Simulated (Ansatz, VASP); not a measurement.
AlCo in VASP and in Ansatz

```xyz
2
Lattice="2.8194 0.0000 0.0000 0.0000 2.8194 0.0000 0.0000 0.0000 2.8194" Properties=species:S:1:pos:R:3 pbc="T T T"
Al    0.0000    0.0000    0.0000
Co    1.4097    1.4097    1.4097
```

Alike in both runs: task single point; functional PBE; k mesh 6 × 6 × 6; occupations gaussian, width 0.1 eV; no spin polarisation.

|  | VASP | Ansatz |
| --- | --- | --- |
| version | VASP 6.6.1 | Ansatz 0.2.0 |
| potentials or method | VASP PAW PBE potentials, release 64 (Al, Co), cutoff 600 eV | scalar-relativistic, plane waves, PAW |
| valence electrons in the cell | 12 | 20 |

Ansatz gave:

| Item | Value |
| --- | --- |
| gap on the k mesh at the Fermi level (eV) | none |
| pressure (GPa) | 7.0 |

Question: Estimate VASP's values.

Answer: gap on the k mesh at the Fermi level (eV): none; pressure (GPa): 6.8.

A gap of «none» marks a metal or a gap that the smearing closes. VASP's potentials hold 12 valence electrons a cell and Ansatz's 20, so a difference there can come from the potentials and not from the codes.

The k mesh is coarse, so the values compare programs but aren't converged.
